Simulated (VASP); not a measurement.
Set up this calculation in VASP 6.6.1, as the native input.

```
Task                   : single point
Functional             : PBE
Potentials or basis    : VASP PAW PBE potentials, release 64 (Al, Ni)
Cutoff                 : 520 eV
k mesh                 : 14 × 14 × 14
Occupations            : gaussian, width 0.15 eV
Spin                   : no spin polarisation
Dipole correction      : no
Further INCAR settings : ALGO = Fast; EDIFF = 1e-06; NBANDS = 24
```

The structure of AlNi3 lies in POSCAR:

```
AlNi3
1.0
    0.3454135894      2.9412070970      2.9412070970
    2.9412070970      0.3454135894      2.9412070970
    2.9412070970      2.9412070970      0.3454135894
Al Ni
1 3
Direct
    0.5000000000      0.5000000000      0.5000000000
    0.2500000000      0.2500000000      0.2500000000
    0.0000000000      0.0000000000      0.0000000000
    0.7500000000      0.7500000000      0.7500000000
```

One way to write it, as run:

INCAR

```
PREC = Accurate
ENCUT = 520
EDIFF = 1E-6
ISMEAR = 0
SIGMA = 0.15
LREAL = False
LASPH = True
NELM = 60
ALGO = Fast
ISIF = 2
LWAVE = False
LCHARG = False
GGA = PE
NBANDS = 24
```

KPOINTS

```
Automatic mesh
0
Gamma
  14 14 14
```

Potentials or basis: VASP PAW PBE potentials, release 64 (Al, Ni).

Run with:

```bash
$ cat potpaw_PBE.64/Al/POTCAR potpaw_PBE.64/Ni/POTCAR > POTCAR
$ mpirun -np 1 vasp_std > vasp.out
```

Results of the run:

```json
{
  "Pressure": "24.9 GPa",
  "Largest force": "0.201 eV/Å"
}
```

It took 2.5 min on 1 thread of Intel(R) Xeon(R) 6975P-C (Granite Rapids), with other jobs on the host, peak memory 0.36 GiB.
